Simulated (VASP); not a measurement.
# Mg5Te2 (R-3m) in VASP: further runs

Mg5Te2 is run at these levels: PBE; tasks: single point, relaxation of cell and atoms.

Program: VASP 6.6.1. These are calculated values, not measurements. Logs are shortened: lines on timing, memory, paths and dates and some standing lists are left out, and cuts for length are marked.

### Step 1. The cell of the first run

It takes space group R-3m (No. 166, trigonal). The conventional cell has a = 6.194 Å, b = 6.194 Å, c = 16.242 Å, α = 90.00°, β = 90.00°, γ = 120.00°. Mg (site symmetry 3m) has 4 Te at 2.88 to 3.58 Å and 6 Mg at 3.10 to 3.59 Å within 3.8 Å. Within 4.3 Å of Mg (site symmetry 2/m) lie 4 Te at 3.10 to 3.24 Å and 10 Mg at 3.10 to 4.23 Å. Te (site symmetry -3m) has 8 Mg at 2.88 to 3.10 Å within 3.8 Å. Within 4.3 Å of Te (site symmetry -3m) lie 12 Mg at 3.24 to 3.58 Å.

The cell was generated, and may not be a known phase.

### Step 2. Single point, PBE

The input, INCAR:

```
SYSTEM = Mg5Te2
  ALGO = Fast
  EDIFF = 1E-7
  ENCUT = 520
  GGA = PE
  ISIF = 2
  ISMEAR = 0
  LASPH = .True.
  LCHARG = .False.
  LREAL = .False.
  LWAVE = .False.
  NBANDS = 20
  NELM = 60
  PREC = Accurate
  SIGMA = 0.1
```

The input, KPOINTS:

```
k-points
0
Gamma
  6 6 6
  0 0 0
```

The input, POSCAR:

```
Mg5Te2
1.0
    3.0967943444      1.7879350484      5.4139916546
   -3.0967943444      1.7879350484      5.4139916546
    0.0000000000     -3.5758700967      5.4139916546
Mg Te
5 2
Direct
    0.1774098062      0.1774098062      0.1774098062
    0.8225901938      0.8225901938      0.8225901938
    0.5000000000      0.5000000000      0.0000000000
    0.0000000000      0.5000000000      0.5000000000
    0.5000000000      0.0000000000      0.5000000000
    0.0000000000      0.0000000000      0.0000000000
    0.5000000000      0.5000000000      0.5000000000
```

Potentials or basis: VASP PAW PBE potentials, release 64 (Mg, Te).

Run with:

```
$ cat potpaw_PBE.64/Mg/POTCAR potpaw_PBE.64/Te/POTCAR > POTCAR
$ mpirun -np 1 vasp_std > vasp.out
```

OUTCAR:

```text
SYSTEM = Mg5Te2
   EDIFF = 1E-7
   ENCUT = 520
   GGA = PE
   ISIF = 2
   ISMEAR = 0
   LASPH = .True.
   LREAL = .False.
   NELM = 60
   PREC = Accurate

 ion  position               nearest neighbor table
   1  0.177  0.177  0.177-   6 2.88   5 3.10   4 3.10   3 3.10   7 3.58   7 3.58   7 3.58   2 3.59
                             2 3.59   2 3.59
   2  0.823  0.823  0.823-   6 2.88   5 3.10   4 3.10   3 3.10   7 3.58   7 3.58   7 3.58   1 3.59
                             1 3.59   1 3.59
   3  0.500  0.500  0.000-   6 3.10   6 3.10   5 3.10   4 3.10   4 3.10   5 3.10   2 3.10   1 3.10
                             7 3.24   7 3.24
   4  0.000  0.500  0.500-   5 3.10   5 3.10   3 3.10   6 3.10   3 3.10   6 3.10   2 3.10   1 3.10
                             7 3.24   7 3.24
   5  0.500  0.000  0.500-   4 3.10   4 3.10   3 3.10   3 3.10   6 3.10   6 3.10   2 3.10   1 3.10
                             7 3.24   7 3.24
   6  0.000  0.000  0.000-   1 2.88   2 2.88   3 3.10   3 3.10   4 3.10   4 3.10   5 3.10   5 3.10

   7  0.500  0.500  0.500-   3 3.24   3 3.24   5 3.24   4 3.24   5 3.24   4 3.24   1 3.58   1 3.58
                             2 3.58   2 3.58   1 3.58   2 3.58

  LATTYP: Found a trigonal (rhomboedric) cell.
 ALAT       =     6.4883089156
 COS(alpha) =     0.5443916361

  Lattice vectors:

 A1 = (   3.0967943444,   1.7879350484,   5.4139916546)
 A2 = (  -3.0967943444,   1.7879350484,   5.4139916546)
 A3 = (   0.0000000000,  -3.5758700967,   5.4139916546)

Analysis of symmetry for initial positions (statically):
=====================================================================
 Subroutine PRICEL returns:
 Original cell was already a primitive cell.

 Routine SETGRP: Setting up the symmetry group for a
 trigonal (rhombohedral) supercell.

 Subroutine GETGRP returns: Found 12 space group operations
 (whereof 12 operations were pure point group operations)
 out of a pool of 12 trial point group operations.

The static configuration has the point symmetry D_3d.

Analysis of symmetry for dynamics (positions and initial velocities):
=====================================================================
 Subroutine PRICEL returns:
 Original cell was already a primitive cell.

 Routine SETGRP: Setting up the symmetry group for a
 trigonal (rhombohedral) supercell.

 Subroutine GETGRP returns: Found 12 space group operations
 (whereof 12 operations were pure point group operations)
 out of a pool of 12 trial point group operations.

The dynamic configuration has the point symmetry D_3d.

 Subroutine INISYM returns: Found 12 space group operations
 (whereof 12 operations are pure point group operations),
 and found     1 'primitive' translations

----------------------------------------------------------------------------------------

                                     Primitive cell

  volume of cell :     179.8593

  direct lattice vectors                    reciprocal lattice vectors
     3.096794344  1.787935048  5.413991655     0.161457283  0.093217406  0.061568867
    -3.096794344  1.787935048  5.413991655    -0.161457283  0.093217406  0.061568867
     0.000000000 -3.575870097  5.413991655     0.000000000 -0.186434811  0.061568867

  length of vectors
     6.488308916  6.488308916  6.488308916     0.196338138  0.196338138  0.196338138

  position of ions in fractional coordinates (direct lattice)
     0.177409806  0.177409806  0.177409806
     0.822590194  0.822590194  0.822590194
     0.500000000  0.500000000  0.000000000
     0.000000000  0.500000000  0.500000000
     0.500000000  0.000000000  0.500000000
     0.000000000  0.000000000  0.000000000
     0.500000000  0.500000000  0.500000000

  ion indices of the primitive-cell ions
   primitive index   ion index
                 1           1
                 2           2
                 3           3
                 4           4
                 5           5
                 6           6
                 7           7

----------------------------------------------------------------------------------------

 KPOINTS: k-points

Automatic generation of k-mesh.
 Grid dimensions read from file:
 generate k-points for:    6    6    6

 Generating k-lattice:

  Cartesian coordinates                     Fractional coordinates (reciprocal lattice)
     0.026909547  0.015536234  0.010261478     0.166666667  0.000000000 -0.000000000
    -0.026909547  0.015536234  0.010261478     0.000000000  0.166666667 -0.000000000
     0.000000000 -0.031072469  0.010261478    -0.000000000 -0.000000000  0.166666667

  Length of vectors
     0.032723023  0.032723023  0.032723023

  Shift w.r.t. Gamma in fractional coordinates (k-lattice)
     0.000000000  0.000000000  0.000000000

 Subroutine IBZKPT returns following result:
 ===========================================

 Found     32 irreducible k-points:

 Following reciprocal coordinates:
            Coordinates               Weight
  0.000000  0.000000  0.000000      1.000000
  0.166667 -0.000000  0.000000      6.000000
  0.333333  0.000000  0.000000      6.000000
  0.500000  0.000000  0.000000      3.000000
  0.166667  0.166667  0.000000      6.000000
  0.333333  0.166667  0.000000     12.000000
[... 16 lines left out ...]
  0.500000  0.500000  0.166667      6.000000
 -0.333333  0.500000  0.166667     12.000000
 [... further k-points ...]
   k-points           NKPTS =     32   k-points in BZ     NKDIM =     32   number of bands    NBANDS=     20
   number of dos      NEDOS =    301   number of ions     NIONS =      7
   total plane-waves  NPLWV = 110592
   dimension x,y,z NGX =    48 NGY =   48 NGZ =   48
   dimension x,y,z NGXF=    96 NGYF=   96 NGZF=   96
   ions per type =               5   2
   NGX,Y,Z   is equivalent  to a cutoff of  12.30, 12.30, 12.30 a.u.
   NGXF,Y,Z  is equivalent  to a cutoff of  24.60, 24.60, 24.60 a.u.
 SYSTEM =  Mg5Te2
   PREC   = accura    normal or accurate (medium, high low for compatibility)
   ISTART =      0    job   : 0-new  1-cont  2-samecut
   ICHARG =      2    charge: 1-file 2-atom 10-const
   ISPIN  =      1    spin polarized calculation?
   LNONCOLLINEAR =      F non collinear calculations
   LSORBIT =      F    spin-orbit coupling
   LASPH  =      T    aspherical Exc in radial PAW
   ENCUT  =  520.0 eV  38.22 Ry    6.18 a.u.  12.06 12.06 12.06*2*pi/ulx,y,z
   NELM   =     60;   NELMIN=  2; NELMDL= -5     # of ELM steps
   EDIFF  = 0.1E-06   stopping-criterion for ELM
   LREAL  =      F    real-space projection
   EDIFFG = 0.1E-05   stopping-criterion for IOM
   NSW    =      0    number of steps for IOM
   IBRION =     -1    ionic relax: 0-MD 1-quasi-New 2-CG
   NFREE  =      0    steps in history (QN), initial steepest desc. (CG)
   ISIF   =      2    stress and relaxation
   ISYM   =      2    0-nonsym 1-usesym 2-fastsym
   POTIM  = 0.5000    time-step for ionic-motion
   TEBEG  =    0.0;   TEEND  =   0.0 temperature during run
   PSTRESS=    0.0 pullay stress
   NELECT =      22.0000    total number of electrons
   NUPDOWN=      -1.0000    fix difference up-down
   EMIN   =  10.00;   EMAX   =-10.00  energy-range for DOS
   EFERMI =   0.00;   METHOD = LEGACY
   ISMEAR =     0;   SIGMA  =   0.10  broadening in eV -4-tet -1-fermi 0-gaus
   EFERMI_NEDOS =   21; number of points for ismear=-14 and -15
   IALGO  =     68    algorithm
   IMIX   =      4    mixing-type and parameters
     AMIX     =   0.40;   BMIX     =  1.00
     AMIX_MAG =   1.60;   BMIX_MAG =  1.00
  volume/ion in A,a.u.               =      25.69       173.39
  Fermi-wavevector in a.u.,A,eV,Ry     =   0.812652  1.535690  8.985338  0.660404
  Thomas-Fermi vector in A             =   1.922234
   LORBIT       =      0    0 simple, 1 ext, 2 COOP (PROOUT), +10 PAW based schemes
   GGA     = PE    functional components
   LHFCALC =     F    Hartree Fock is set to
   AEXX    =    0.0000 exact exchange contribution
   IVDW    =     0    specifies the selected vdW correction
   LEPSILON=     F    determine dielectric tensor
   LRPA    =     F    only Hartree local field effects (RPA)
 non-spin polarized calculation
 RMM-DIIS sequential band-by-band and
 Gauss-broadening in eV      SIGMA  =   0.10
  energy-cutoff  :      520.00
  volume of cell :      179.86
 maximum number of plane-waves:      4898
   NGX = 25   NGY = 25   NGZ = 25

 number of electron      21.9999999 magnetization

 Free energy of the ion-electron system (eV)
  ---------------------------------------------------
  ext. energy  EPLUGINS =         0.00000000
  ---------------------------------------------------
  free energy    TOTEN  =       -15.36339309 eV

  energy without entropy =      -15.34743566  energy(sigma->0) =      -15.35541438

 E-fermi :   4.6087     XC(G=0):  -8.7605

 val. band max:        4.6014240209   @ k =   0.3333   0.1667   0.0000
 cond. band min:       4.6165408339   @ k =  -0.1667   0.3333   0.1667
 fundamental gap:      0.0151168130
 Fermi energy:         4.6086521217

 k-point     1 :       0.0000    0.0000    0.0000
  band No.  band energies     occupation
      1      -7.7961      2.00000
      2      -6.7900      2.00000
      3      -0.1602      2.00000
      4       0.1655      2.00000
      5       0.1655      2.00000
      6       0.5843      2.00000
[... 12 lines left out ...]
     19       9.0577      0.00000
     20      10.6183      0.00000

 k-point     2 :       0.1667   -0.0000    0.0000
  band No.  band energies     occupation
      1      -7.7411      2.00000
      2      -6.8338      2.00000
      3      -0.2372      2.00000
      4      -0.1475      2.00000
      5       0.1406      2.00000
      6       0.3178      2.00000
[... 12 lines left out ...]
     19       9.2292      0.00000
     20      10.0410      0.00000
[... 465 lines left out ...]
      3      -1.6354      2.00000
      4      -0.7866      2.00000
      5      -0.3983      2.00000
      6       1.2518      2.00000
[... 12 lines left out ...]
     19       8.1743      0.00000
     20       8.5592      0.00000

 k-point    24 :      -0.3333    0.5000    0.1667
  band No.  band energies     occupation
      1      -7.5051      2.00000
      2      -6.9808      2.00000
      3      -1.6676      2.00000
      4      -1.0328      2.00000
      5      -0.2552      2.00000
      6       0.9274      2.00000
[... 12 lines left out ...]
     19       8.2582      0.00000
     20       8.8838      0.00000

 [... further k-points ...]
[... 5 lines left out ...]
  --------------------------------------------------------------------------------------
  -------------------------------------------------------------------------------------
  Total       -0.0778188     -0.0778188     -0.0514474     -0.0000000     -0.0000000      0.0000000
  in kB       -0.6932054     -0.6932054     -0.4582909     -0.0000000     -0.0000000      0.0000000
  external PRESSURE =      -0.6149006 kB  Pullay stress =       0.0000000 kB

 VOLUME and BASIS-vectors are now :
 -----------------------------------------------------------------------------
  energy-cutoff  :      520.00
  volume of cell :      179.86
      direct lattice vectors                 reciprocal lattice vectors
     3.096794344  1.787935048  5.413991655     0.161457283  0.093217406  0.061568867
    -3.096794344  1.787935048  5.413991655    -0.161457283  0.093217406  0.061568867
     0.000000000 -3.575870097  5.413991655     0.000000000 -0.186434811  0.061568867

 POSITION                                       TOTAL-FORCE (eV/Angst)
 -----------------------------------------------------------------------------------
      0.00000      0.00000      2.88149        -0.000000      0.000000      0.007983
      0.00000      0.00000     13.36049        -0.000000     -0.000000     -0.007983
      0.00000      1.78794      5.41399        -0.000000      0.000000      0.000000
     -1.54840     -0.89397      5.41399        -0.000000      0.000000     -0.000000
      1.54840     -0.89397      5.41399         0.000000      0.000000     -0.000000
      0.00000      0.00000      0.00000        -0.000000      0.000000      0.000000
      0.00000      0.00000      8.12099        -0.000000      0.000000      0.000000
 -----------------------------------------------------------------------------------
    total drift:                                0.000000      0.000000     -0.000000

  FREE ENERGIE OF THE ION-ELECTRON SYSTEM (eV)
  ---------------------------------------------------
  free  energy   TOTEN  =       -15.3633930942 eV

  energy  without entropy=      -15.3474356576  energy(sigma->0) =      -15.35541438
```

It took 77 s on 1 thread of Intel Xeon 6975P-C (Granite Rapids), shared host; peak memory 0.39 GiB.

What came out:

| Property | Result |
| --- | --- |
| Free energy | -15.3634 eV |
| Pressure | -0.1 GPa |
| Largest force | 0.008 eV/Å |
| Band gap on the k mesh | zero (bands 11 and 12 overlap by 1.85 eV) |

Forces on the atoms (eV/Å):
```
Mg   0.000  0.000  0.008
Mg   0.000  0.000 -0.008
Mg   0.000  0.000  0.000
Mg   0.000  0.000  0.000
Mg   0.000  0.000  0.000
Te   0.000  0.000  0.000
Te   0.000  0.000  0.000
```

Levels at points of the mesh, in eV from the Fermi level:
```csv
k point,band 9,band 10,band 11,band 12,band 13,band 14
"(0.00, 0.00, 0.00)",-2.99,-1.99,-1.78,-1.24,-1.24,0.57
"(0.50, 0.00, 0.00)",-1.40,-1.38,0.23,0.50,0.88,1.02
"(0.50, 0.50, 0.00)",-2.35,-1.13,-0.55,1.00,1.59,1.82
"(0.50, 0.50, 0.50)",-1.86,-1.33,0.61,0.61,0.62,0.62
```

Caveat: spin-orbit coupling is left out, which moves the levels of the heavy elements.

### Step 3. Relaxation of cell and atoms, PBE

This run uses another cell than the first one, of 25.80 Å³/atom.

The input, INCAR:

```
SYSTEM = Mg5Te2
ALGO     = Fast           ! electronic algorithm
EDIFF    = 1E-6           ! SCF threshold, eV
EDIFFG   = -0.01          ! ionic threshold
ENCUT    = 600            ! plane-wave cutoff, eV
GGA      = PE             ! functional
IBRION   = 2              ! ionic algorithm
ISIF     = 3              ! what is computed and relaxed
ISMEAR   = 0              ! smearing method
LASPH    = .TRUE.         ! aspherical terms in the spheres
LCHARG   = .FALSE.        ! write CHGCAR
LREAL    = .FALSE.        ! projectors in reciprocal space
LWAVE    = .FALSE.        ! write WAVECAR
NELM     = 60             ! most SCF steps
NSW      = 100            ! ionic steps
PREC     = Accurate       ! precision mode
SIGMA    = 0.1            ! smearing width, eV
```

The input, KPOINTS:

```
k-points
0
G
  6 6 6
  0 0 0
```

The input, POSCAR:

```
Mg5Te2
1.0
    3.1209994533      1.8019098745      5.3527849234
   -3.1209994533      1.8019098745      5.3527849234
    0.0000000000     -3.6038197490      5.3527849234
Mg Te
5 2
Direct
    0.1767385258      0.1767385258      0.1767385258
    0.8232614742      0.8232614742      0.8232614742
    0.5000000000      0.5000000000      0.0000000000
    0.0000000000      0.5000000000      0.5000000000
    0.5000000000      0.0000000000      0.5000000000
    0.0000000000      0.0000000000      0.0000000000
    0.5000000000      0.5000000000      0.5000000000
```

Potentials or basis: VASP PAW PBE potentials, release 64 (Mg, Te).

Run with:

```
$ cat potpaw_PBE.64/Mg/POTCAR potpaw_PBE.64/Te/POTCAR > POTCAR
$ mpirun -np 1 vasp_std > vasp.out
```

Wall time 4.2 min (1 thread of Intel Xeon 6975P-C (Granite Rapids), shared host); peak memory 0.48 GiB.

The run converged. Its results:

| Property | Result |
| --- | --- |
| Free energy | -15.3637 eV |
| Relaxed volume | 25.65 Å³/atom |
| Relaxed cell | a = 6.485 Å, b = 6.485 Å, c = 6.485 Å, α = 57.00°, β = 57.00°, γ = 57.00° |
| Space group after relaxing (to 0.1 Å) | R-3m (No. 166) |
| Energy gained by relaxing | 1.2 meV/atom |
| Ionic steps | 5 |
| Pressure after relaxing | 0.0 GPa |
| Largest force after relaxing | 0.003 eV/Å |
| Band gap on the k mesh | zero (bands 11 and 12 overlap by 1.86 eV) |

Forces in eV/Å, atoms in the order of the input:
```
Mg   0.000  0.000 -0.003
Mg   0.000  0.000  0.003
Mg   0.000  0.000  0.000
Mg   0.000  0.000  0.000
Mg   0.000  0.000  0.000
Te   0.000  0.000  0.000
Te   0.000  0.000  0.000
```

The path:
| step | energy change (eV) | largest force (eV/Å) | pressure (GPa) | volume (Å³) |
| --- | --- | --- | --- | --- |
| 1 | 0.0000 | 0.1004 | -0.12 | 180.62 |
| 2 | -0.0049 | 0.0615 | -0.05 | 180.11 |
| 3 | -0.0081 | 0.0047 | 0.07 | 179.19 |
| 4 | -0.0081 | 0.0015 | 0.06 | 179.24 |
| 5 | -0.0082 | 0.0034 | 0.00 | 179.56 |

Final structure:
```
Mg Te
1.0
     3.09471    1.78673    5.41219
    -3.09471    1.78673    5.41219
     0.00000   -3.57346    5.41219
Mg Te
5 2
Direct
  0.17756 0.17756 0.17756
  0.82244 0.82244 0.82244
  0.50000 0.50000 0.00000
  0.00000 0.50000 0.50000
  0.50000 0.00000 0.50000
  0.00000 0.00000 0.00000
  0.50000 0.50000 0.50000
```

Levels at points of the mesh, in eV from the Fermi level:
```
           k point  band 7  band 8  band 9  band 10  band 11  band 12  band 13  band 14  band 15
(0.00, 0.00, 0.00)   -3.38   -3.00   -3.00    -2.00    -1.78    -1.25    -1.25     0.57     0.57
(0.50, 0.00, 0.00)   -4.30   -3.69   -1.40    -1.38     0.23     0.50     0.88     1.03     1.74
(0.50, 0.50, 0.00)   -2.81   -2.61   -2.35    -1.13    -0.55     1.00     1.58     1.82     1.84
(0.50, 0.50, 0.50)   -3.69   -3.69   -1.86    -1.33     0.61     0.61     0.62     0.62     0.90
```

Caveat: spin-orbit coupling is left out, which moves the levels of the heavy elements.
